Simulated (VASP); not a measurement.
Here is a VASP 6.6.1 calculation.

File INCAR:

```
SYSTEM = SiNi
ALGO     = Normal         ! electronic algorithm
EDIFF    = 1E-6           ! SCF threshold, eV
EDIFFG   = -0.005         ! ionic threshold
ENCUT    = 600            ! plane-wave cutoff, eV
GGA      = PE             ! functional
IBRION   = 2              ! ionic algorithm
ISIF     = 3              ! what is computed and relaxed
ISMEAR   = -1             ! smearing method
LASPH    = .True.         ! aspherical terms in the spheres
LCHARG   = .False.        ! write CHGCAR
LREAL    = .False.        ! projectors in reciprocal space
LWAVE    = .False.        ! write WAVECAR
NELM     = 80             ! most SCF steps
NSW      = 32             ! ionic steps
PREC     = Accurate       ! precision mode
PSTRESS  = 300.0        
SIGMA    = 0.1            ! smearing width, eV
```

The input KPOINTS:

```
k-points
0
Gamma
  15 15 15
  0 0 0
```

POSCAR

```
SiNi
1.0
    2.7204454039      0.0000000000      0.0000000000
    0.0000000000      2.7204454039      0.0000000000
    0.0000000000      0.0000000000      2.7204454039
Ni Si
1 1
Direct
    0.0000000000      0.0000000000      0.0000000000
    0.5000000000      0.5000000000      0.5000000000
```

Potentials or basis: VASP PAW PBE potentials, release 64 (Ni, Si).

The run is started by

```bash
$ cat potpaw_PBE.64/Ni/POTCAR potpaw_PBE.64/Si/POTCAR > POTCAR
$ mpirun -np 1 vasp_std > vasp.out
```

(1) Estimate the band gap on the k mesh.

Answers

(1) zero (bands 7 and 8 overlap by 3.15 eV).

Caveat: the relaxation stopped at its first step, so nothing moved; the cell is relaxed towards a set pressure, so the run minimises the enthalpy, not the energy.
